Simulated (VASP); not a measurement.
# Ni (P6_3/mmc) in VASP: single point with PBEsol

Aim: the single point of Ni with PBEsol.

All numbers are computed with VASP 6.6.1; they aren't measurements. Logs are shortened: lines on timing, memory, paths and dates and some standing lists are left out, and cuts for length are marked.

### 1 The cell of the first run

The structure is hexagonal, space group P6_3/mmc (No. 194). The conventional cell has a = 2.448 Å, b = 2.448 Å, c = 4.073 Å, α = 90.00°, β = 90.00°, γ = 120.00°. Within 3.2 Å of Ni (site symmetry -6m2) lie 12 Ni at 2.45 to 2.48 Å.

This isn't the form of Ni at room conditions, which is fcc.

### 2 Single point, PBEsol, collinear spin, ferromagnetic start

Input file INCAR:

```
PREC = Accurate ; ENCUT = 690
EDIFF = 1E-6 ; ISMEAR = 0
SIGMA = 0.1 ; LREAL = False
LASPH = True ; NELM = 200
ALGO = Normal ; ISIF = 2
LWAVE = False ; LCHARG = False
ISPIN = 2 ; MAGMOM = 1.5 1.5
LORBIT = 11 ; LMAXMIX = 4
GGA = PS ; NBANDS = 29
GGA_COMPAT = False
```

Input file KPOINTS:

```
Automatic mesh
0
Gamma
  14 14 8
```

Input file POSCAR:

```
Ni
1.0
    2.4480230000      0.0000000000      0.0000000000
   -1.2240110000      2.1200500000      0.0000000000
    0.0000000000      0.0000000000      4.0728080000
Ni
2
Direct
    0.3333333333      0.6666666667      0.2500000000
    0.6666666667      0.3333333333      0.7500000000
```

Potentials or basis: VASP PAW PBE potentials, release 64 (Ni_sv_GW).

Started as:

```sh
> cat potpaw_PBE.64/Ni_sv_GW/POTCAR > POTCAR
> mpirun -np 1 vasp_std > vasp.out
```

OUTCAR:

```text
PREC = Accurate
   ENCUT = 690
   EDIFF = 1E-6
   ISMEAR = 0
   LREAL = False
   LASPH = True
   NELM = 200
   ISIF = 2
   ISPIN = 2
   LORBIT = 11
   GGA = PS

 ion  position               nearest neighbor table
   1  0.333  0.667  0.250-   2 2.48   2 2.48   2 2.48   2 2.48   2 2.48   2 2.48
   2  0.667  0.333  0.750-   1 2.48   1 2.48   1 2.48   1 2.48   1 2.48   1 2.48

  LATTYP: Found a hexagonal cell.
 ALAT       =     2.4480230000
 C/A-ratio  =     1.6637131269

  Lattice vectors:

 A1 = (   2.4480230000,   0.0000000000,   0.0000000000)
 A2 = (  -1.2240110000,   2.1200500000,   0.0000000000)
 A3 = (   0.0000000000,   0.0000000000,   4.0728080000)

Analysis of symmetry for initial positions (statically):
=====================================================================
 Subroutine PRICEL returns:
 Original cell was already a primitive cell.

 Routine SETGRP: Setting up the symmetry group for a
 hexagonal supercell.

 Subroutine GETGRP returns: Found 24 space group operations
 (whereof 12 operations were pure point group operations)
 out of a pool of 24 trial point group operations.

The static configuration has the point symmetry D_3d.
 The point group associated with its full space group is D_6h.

Analysis of symmetry for dynamics (positions and initial velocities):
=====================================================================
 Subroutine PRICEL returns:
 Original cell was already a primitive cell.

 Routine SETGRP: Setting up the symmetry group for a
 hexagonal supercell.

 Subroutine GETGRP returns: Found 24 space group operations
 (whereof 12 operations were pure point group operations)
 out of a pool of 24 trial point group operations.

The dynamic configuration has the point symmetry D_3d.
 The point group associated with its full space group is D_6h.

Analysis of structural, dynamic, and magnetic symmetry:
=====================================================================
 Subroutine PRICEL returns:
 Original cell was already a primitive cell.

 Routine SETGRP: Setting up the symmetry group for a
 hexagonal supercell.

 Subroutine GETGRP returns: Found 24 space group operations
 (whereof 12 operations were pure point group operations)
 out of a pool of 24 trial point group operations.

The overall configuration has the point symmetry D_3d.
 The point group associated with its full space group is D_6h.

 Subroutine INISYM returns: Found 24 space group operations
 (whereof 12 operations are pure point group operations),
 and found     1 'primitive' translations

----------------------------------------------------------------------------------------

                                     Primitive cell

  volume of cell :      21.1376

  direct lattice vectors                    reciprocal lattice vectors
     2.448023000  0.000000000  0.000000000     0.408492894  0.235843398  0.000000000
    -1.224011000  2.120050000  0.000000000     0.000000000  0.471686989  0.000000000
     0.000000000  0.000000000  4.072808000     0.000000000  0.000000000  0.245530848

  length of vectors
     2.448023000  2.448022657  4.072808000     0.471686922  0.471686989  0.245530848

  position of ions in fractional coordinates (direct lattice)
     0.333333333  0.666666667  0.250000000
     0.666666667  0.333333333  0.750000000

  ion indices of the primitive-cell ions
   primitive index   ion index
                 1           1
                 2           2

----------------------------------------------------------------------------------------

 KPOINTS: Automatic mesh

Automatic generation of k-mesh.
 Grid dimensions read from file:
 generate k-points for:   14   14    8

 Generating k-lattice:

  Cartesian coordinates                     Fractional coordinates (reciprocal lattice)
     0.029178064  0.016845957  0.000000000     0.071428571  0.000000000  0.000000000
     0.000000000  0.033691928  0.000000000     0.000000000  0.071428571  0.000000000
     0.000000000  0.000000000  0.030691356     0.000000000  0.000000000  0.125000000

  Length of vectors
     0.033691923  0.033691928  0.030691356

  Shift w.r.t. Gamma in fractional coordinates (k-lattice)
     0.000000000  0.000000000  0.000000000

 Subroutine IBZKPT returns following result:
 ===========================================

 Found    120 irreducible k-points:

 Following reciprocal coordinates:
            Coordinates               Weight
  0.000000  0.000000  0.000000      1.000000
  0.071429  0.000000  0.000000      6.000000
  0.142857  0.000000  0.000000      6.000000
  0.214286  0.000000  0.000000      6.000000
  0.285714  0.000000  0.000000      6.000000
  0.357143 -0.000000  0.000000      6.000000
[... 16 lines left out ...]
  0.285714  0.285714  0.000000      6.000000
  0.357143  0.285714  0.000000      6.000000
 [... further k-points ...]
   k-points           NKPTS =    120   k-points in BZ     NKDIM =    120   number of bands    NBANDS=     29
   number of dos      NEDOS =    301   number of ions     NIONS =      2
   total plane-waves  NPLWV =  20736
   dimension x,y,z NGX =    24 NGY =   24 NGZ =   36
   dimension x,y,z NGXF=    48 NGYF=   48 NGZF=   72
   ions per type =               2
   NGX,Y,Z   is equivalent  to a cutoff of  16.30, 16.30, 14.69 a.u.
   NGXF,Y,Z  is equivalent  to a cutoff of  32.60, 32.60, 29.39 a.u.
 SYSTEM =  unknown system
   PREC   = accura    normal or accurate (medium, high low for compatibility)
   ISTART =      0    job   : 0-new  1-cont  2-samecut
   ICHARG =      2    charge: 1-file 2-atom 10-const
   ISPIN  =      2    spin polarized calculation?
   LNONCOLLINEAR =      F non collinear calculations
   LSORBIT =      F    spin-orbit coupling
   LASPH  =      T    aspherical Exc in radial PAW
   ENCUT  =  690.0 eV  50.71 Ry    7.12 a.u.   5.24  5.24  8.72*2*pi/ulx,y,z
   NELM   =    200;   NELMIN=  2; NELMDL= -5     # of ELM steps
   EDIFF  = 0.1E-05   stopping-criterion for ELM
   LREAL  =      F    real-space projection
[... 7 lines left out ...]
   TEBEG  =    0.0;   TEEND  =   0.0 temperature during run
   PSTRESS=    0.0 pullay stress
   NELECT =      36.0000    total number of electrons
   NUPDOWN=      -1.0000    fix difference up-down
   EMIN   =  10.00;   EMAX   =-10.00  energy-range for DOS
   EFERMI =   0.00;   METHOD = LEGACY
   ISMEAR =     0;   SIGMA  =   0.10  broadening in eV -4-tet -1-fermi 0-gaus
   EFERMI_NEDOS =   21; number of points for ismear=-14 and -15
   IALGO  =     38    algorithm
   IMIX   =      4    mixing-type and parameters
     AMIX     =   0.40;   BMIX     =  1.00
     AMIX_MAG =   1.60;   BMIX_MAG =  1.00
  volume/ion in A,a.u.               =      10.57        71.32
  Fermi-wavevector in a.u.,A,eV,Ry     =   1.955047  3.694503 52.004296  3.822208
  Thomas-Fermi vector in A             =   2.981484
   LORBIT       =     11    0 simple, 1 ext, 2 COOP (PROOUT), +10 PAW based schemes
   GGA     = PS    functional components
   LHFCALC =     F    Hartree Fock is set to
   AEXX    =    0.0000 exact exchange contribution
   IVDW    =     0    specifies the selected vdW correction
   LEPSILON=     F    determine dielectric tensor
   LRPA    =     F    only Hartree local field effects (RPA)
 spin polarized calculation
 Gauss-broadening in eV      SIGMA  =   0.10
  energy-cutoff  :      690.00
  volume of cell :       21.14
 maximum number of plane-waves:       882
 NGX is ok and might be reduce to    24
   NGX = 11   NGY = 11   NGZ = 17

 number of electron      36.0000009 magnetization       1.2697465

 Free energy of the ion-electron system (eV)
  ---------------------------------------------------
  ext. energy  EPLUGINS =         0.00000000
  ---------------------------------------------------
  free energy    TOTEN  =       -14.09633332 eV

  energy without entropy =      -14.07379160  energy(sigma->0) =      -14.08506246

 E-fermi :   8.0588     XC(G=0): -14.2650

 val. band max:        8.0565872345   @ k =   0.2143   0.2143   0.0000
 cond. band min:       8.0614892841   @ k =   0.0000   0.0000   0.0000
 fundamental gap:      0.0049020495
 Fermi energy:         8.0587883359

 spin component 1

 k-point     1 :       0.0000    0.0000    0.0000
  band No.  band energies     occupation
      1     -95.3645      1.00000
      2     -95.3287      1.00000
      3     -55.9560      1.00000
      4     -55.7922      1.00000
      5     -55.7921      1.00000
      6     -55.7604      1.00000
[... 21 lines left out ...]
     28      34.4546      0.00000
     29      38.1534      0.00000

 k-point     2 :       0.0714    0.0000    0.0000
  band No.  band energies     occupation
      1     -95.3627      1.00000
      2     -95.3274      1.00000
      3     -55.9519      1.00000
      4     -55.8017      1.00000
      5     -55.7951      1.00000
      6     -55.7705      1.00000
[... 696 lines left out ...]
 k-point    24 :       0.3571    0.2857    0.0000
  band No.  band energies     occupation
      1     -95.3166      1.00000
      2     -95.3138      1.00000
      3     -55.9530      1.00000
      4     -55.9200      1.00000
      5     -55.9127      1.00000
      6     -55.8756      1.00000
[... 21 lines left out ...]
     28      41.1037      0.00000
     29      43.8038      0.00000

 [... further k-points ...]

 spin component 2

 k-point     1 :       0.0000    0.0000    0.0000
  band No.  band energies     occupation
      1     -94.5352      1.00000
      2     -94.4983      1.00000
      3     -55.1621      1.00000
      4     -54.9778      1.00000
      5     -54.9778      1.00000
      6     -54.9451      1.00000
[... 21 lines left out ...]
     28      34.5759      0.00000
     29      38.2981      0.00000

 k-point     2 :       0.0714    0.0000    0.0000
  band No.  band energies     occupation
      1     -94.5333      1.00000
      2     -94.4969      1.00000
      3     -55.1579      1.00000
      4     -54.9877      1.00000
      5     -54.9809      1.00000
      6     -54.9555      1.00000
[... 696 lines left out ...]
 k-point    24 :       0.3571    0.2857    0.0000
  band No.  band energies     occupation
      1     -94.4859      1.00000
      2     -94.4829      1.00000
      3     -55.1444      1.00000
      4     -55.1102      1.00000
      5     -55.1027      1.00000
      6     -55.0640      1.00000
[... 21 lines left out ...]
     28      41.1423      0.00000
     29      43.9322      0.00000

 [... further k-points ...]
[... 5 lines left out ...]
  --------------------------------------------------------------------------------------
  -------------------------------------------------------------------------------------
  Total       -0.4393031     -0.4393031     -0.8699871     -0.0000001     -0.0000000      0.0000000
  in kB      -33.2980911    -33.2980878    -65.9428708     -0.0000079     -0.0000000      0.0000000
  external PRESSURE =     -44.1796833 kB  Pullay stress =       0.0000000 kB

 VOLUME and BASIS-vectors are now :
 -----------------------------------------------------------------------------
  energy-cutoff  :      690.00
  volume of cell :       21.14
      direct lattice vectors                 reciprocal lattice vectors
     2.448023000  0.000000000  0.000000000     0.408492894  0.235843398  0.000000000
    -1.224011000  2.120050000  0.000000000     0.000000000  0.471686989  0.000000000
     0.000000000  0.000000000  4.072808000     0.000000000  0.000000000  0.245530848

 POSITION                                       TOTAL-FORCE (eV/Angst)
 -----------------------------------------------------------------------------------
      0.00000      1.41337      1.01820         0.000000      0.000000      0.000000
      1.22401      0.70668      3.05461        -0.000000     -0.000000      0.000000
 -----------------------------------------------------------------------------------
    total drift:                               -0.000000      0.000000     -0.000000

  FREE ENERGIE OF THE ION-ELECTRON SYSTEM (eV)
  ---------------------------------------------------
  free  energy   TOTEN  =       -14.0963333240 eV

  energy  without entropy=      -14.0737916040  energy(sigma->0) =      -14.08506246

 total charge

# of ion       s       p       d       f       tot
--------------------------------------------------
    1        2.246   6.314   7.803   0.006  16.369
    2        2.246   6.314   7.803   0.006  16.369
--------------------------------------------------
tot          4.492  12.628  15.606   0.011  32.738

 magnetization (x)

# of ion       s       p       d       f       tot
--------------------------------------------------
    1       -0.000  -0.014   0.684  -0.000   0.669
    2       -0.000  -0.014   0.684  -0.000   0.669
--------------------------------------------------
tot         -0.001  -0.028   1.368  -0.000   1.339
```

Run time: 3.5 min. Hardware: 1 thread of Intel Xeon Platinum 8259CL at 2.50GHz (Skylake/Cascade Lake), shared host; peak memory 0.3 GiB.

Results:

```yaml
Free_energy: -14.0963 eV
Pressure: -4.4 GPa
Net_moment: 1.27 μB per cell
Site_moments: Ni +0.67 μB
Valence_electrons_inside_the_program's_atomic_spheres: Ni 16.37
```

Levels at points of the mesh, in eV from the Fermi level:
Spin up:
```tsv
k point	band 17	band 18	band 19	band 20	band 21	band 22
(0.00, 0.00, 0.00)	-1.67	-0.72	-0.72	-0.70	5.52	22.80
(0.50, 0.00, 0.00)	-0.55	-0.47	1.17	3.11	9.29	9.83
(0.00, 0.00, 0.50)	-1.02	-1.02	-1.02	-1.02	14.07	14.07
(0.50, 0.00, 0.50)	-0.52	-0.52	1.36	1.36	6.94	6.94
```
Spin down:
| k point | band 13 | band 14 | band 15 | band 16 | band 17 | band 18 | band 19 | band 20 | band 21 | band 22 |
| --- | --- | --- | --- | --- | --- | --- | --- | --- | --- | --- |
| (0.00, 0.00, 0.00) | -1.77 | -1.48 | -1.48 | -0.99 | -0.99 | -0.73 | 0.00 | 0.00 | 5.95 | 22.70 |
| (0.50, 0.00, 0.00) | -1.87 | -1.81 | -1.50 | 0.18 | 0.19 | 0.31 | 1.66 | 3.50 | 9.44 | 9.96 |
| (0.00, 0.00, 0.50) | -1.80 | -1.80 | -1.80 | -1.80 | -0.30 | -0.30 | -0.30 | -0.30 | 14.24 | 14.24 |
| (0.50, 0.00, 0.50) | -0.92 | -0.92 | -0.44 | -0.44 | 0.26 | 0.26 | 1.55 | 1.55 | 7.29 | 7.29 |

Caveat: the cell stands under tension; the PAW data sets were made with another functional, which shifts forces and pressure a little.
